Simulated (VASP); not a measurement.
Wanted: the native input for a VASP 6.6.1 run.

* Task: relaxation of cell and atoms
* Functional: PBE
* Potentials or basis: VASP PAW PBE potentials, release 64 (Ca_sv, Si, N)
* Cutoff: 600 eV
* k mesh: 4 × 8 × 8
* Occupations: gaussian, width 0.1 eV
* Spin: no spin polarisation
* Dipole correction: no
* Further INCAR settings: ALGO = Normal; EDIFF = 1e-07; IBRION = 2; EDIFFG = -0.01; NSW = 100; ISIF = 3

The structure of Ca2Si3N3 lies in POSCAR:

```
Ca2Si3N3
1.0
   10.2085060835      0.0000000000      0.0000000000
    0.0000000000      2.4670485491      4.2044957075
    0.0000000000     -2.4670485491      4.2044957075
Ca Si N
2 3 3
Direct
    0.8178089122      0.4054277871      0.4054277871
    0.1821910878      0.4054277871      0.4054277871
    0.8557472379      0.0883128192      0.0883128192
    0.1442527621      0.0883128192      0.0883128192
    0.0000000000      0.7502865289      0.7502865289
    0.1351457771      0.8847408468      0.8847408468
    0.8648542229      0.8847408468      0.8847408468
    0.0000000000      0.2127894950      0.2127894950
```

The cell was built from a structure type or drawn by symmetry, and may not be a known phase.

One way to write it, as run:

INCAR

```
  PREC = Accurate
  ENCUT = 600
  EDIFF = 1E-7
  ISMEAR = 0
  SIGMA = 0.1
  LREAL = F
  LASPH = T
  NELM = 80
  ALGO = Normal
  ISIF = 3
  LWAVE = F
  LCHARG = F
  GGA = PE
  IBRION = 2
  NSW = 100
  EDIFFG = -0.01
```

KPOINTS

```
Automatic mesh
0
Gamma
  4 8 8
```

Potentials or basis: VASP PAW PBE potentials, release 64 (Ca_sv, Si, N).

The run is started by

```bash
$ cat potpaw_PBE.64/Ca_sv/POTCAR potpaw_PBE.64/Si/POTCAR potpaw_PBE.64/N/POTCAR > POTCAR
$ mpirun -np 1 vasp_std > vasp.out
```

It gave:

```yaml
Energy_gained_by_relaxing: 0.0 meV/atom
Ionic_steps: 10
Pressure_after_relaxing: 0.0 GPa
Largest_force_after_relaxing: 0.003 eV/Å
Band_gap_on_the_k_mesh: zero (an odd number of electrons rules out a gap without spin polarisation)
```

Run time: 88 min on 1 thread of Intel Xeon 8259CL, on a shared host, peak memory 0.69 GiB.
